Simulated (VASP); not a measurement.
Crystal: CuI.

```
Cu I
1.0
     0.00000    2.85611    2.85611
     2.85611    0.00000    2.85611
     2.85611    2.85611    0.00000
Cu I
1 1
Direct
  0.00000 0.00000 0.00000
  0.50000 0.50000 0.50000
```

Base run:

| Item | Value |
| --- | --- |
| Program | VASP 6.6.1 |
| Functional | PBE |
| Potentials or basis | VASP PAW PBE potentials, release 64 (Cu, I) |
| Cutoff | 520 eV |
| k mesh | 8 × 8 × 8 |
| Occupations | fermi-dirac, width 0.02 eV |
| Spin | no spin polarisation |

Its results: band gap on the k mesh zero (band 9 reaches 6.31 eV, above the bottom of band 10 at 5.84 eV); pressure 0.7 GPa.

Task: The run is repeated on the same cell with these changes: functional from PBE to r2SCAN. What comes out?

Result: Band gap on the k mesh zero (band 9 reaches 6.16 eV, above the bottom of band 10 at 6.04 eV); pressure -0.1 GPa.

Caveats: spin-orbit coupling is left out, which moves the levels of the heavy elements; semilocal functionals often make such compounds metallic where correlation or magnetic order opens a gap, which also shifts bond lengths; the PAW data sets were made with another functional, which shifts forces and pressure a little (some runs).
